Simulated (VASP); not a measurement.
A run of VASP 6.6.1 is set up as follows.

INCAR

```
SYSTEM = As
ALGO = Normal ; EDIFF = 1E-7
ENCUT = 520 ; GGA = PS
ISIF = 2 ; ISMEAR = -1
LASPH = .True. ; LCHARG = .False.
LREAL = .False. ; LWAVE = .False.
NBANDS = 12 ; NELM = 80
PREC = Accurate ; SIGMA = 0.08
```

Contents of KPOINTS:

```
k-points
0
Gamma
  14 14 8
  0 0 0
```

Contents of POSCAR:

```
As
1.0
    2.2782304875      0.0000000000      0.0000000000
   -1.1391152438      1.9730054779      0.0000000000
    0.0000000000      0.0000000000      3.5207501021
As
2
Direct
    0.3333333333      0.6666666667      0.2500000000
    0.6666666667      0.3333333333      0.7500000000
```

Potentials or basis: VASP PAW PBE potentials, release 64 (As).

Command:

```sh
$ cat potpaw_PBE.64/As/POTCAR > POTCAR
$ mpirun -np 1 vasp_std > vasp.out
```

**Question.** Estimate the band gap on the k mesh.

**Answer.** Zero (band 5 reaches 33.04 eV, above the bottom of band 6 at 12.61 eV).

**Question.** Predict the pressure.

**Answer.** 495.4 GPa.

Stress tensor (GPa, compression positive):
```
494.85   0.00   0.00
  0.00 494.85   0.00
  0.00   0.00 496.49
```

Caveat: the PAW data sets were made with another functional, which shifts forces and pressure a little.
